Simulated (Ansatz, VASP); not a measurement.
# One calculation of CuO, two programs

```
Cu O
1.0
     2.34465   -1.71340    0.00000
     2.34465    1.71340    0.00000
    -0.86055    0.00000    5.05944
Cu O
2 2
Direct
  0.49680 0.00320 0.50000
  0.00320 0.49680 0.00000
  0.40560 0.57140 0.75370
  0.57140 0.40560 0.25370
```

Alike in both runs: functional PBEsol; k mesh 10 × 10 × 5; occupations fermi-dirac, width 0.05 eV; no spin polarisation; Hubbard terms Cu d U = 2.0 eV.

|  | VASP | Ansatz |
| --- | --- | --- |
| version | VASP 6.6.1 | Ansatz 0.2.0 |
| potentials or method | VASP PAW PBE potentials, release 64 (Cu, O) | Ansatz PAW |
| plane-wave cutoff (eV) | 520 | 420 |
| valence electrons in the cell | 34 | 50 |
| task | single point | band structure |

VASP gave:

| Property | Result |
| --- | --- |
| gap on the k mesh at the Fermi level (eV) | none |
| pressure (GPa) | -3.6 |
| traceless stress, the component that is largest in VASP (GPa) | 1.95 |
| rms of the force components (eV/Å) | 0.415 |

What did Ansatz give for the same quantities?

gap on the k mesh at the Fermi level (eV): none; pressure (GPa): -1.9; traceless stress, the component that is largest in VASP (GPa): 1.81; rms of the force components (eV/Å): 0.434.

VASP's potentials were made for PBE, not for PBEsol. The programs project onto different local orbitals, so the same U acts differently, and such runs can settle in different states. Atom by atom the forces differ by 0.019 eV/Å (rms over components). A gap of «none» marks a metal or a gap that the smearing closes. VASP's potentials hold 34 valence electrons a cell and Ansatz's 50, so a difference there can come from the potentials and not from the codes.
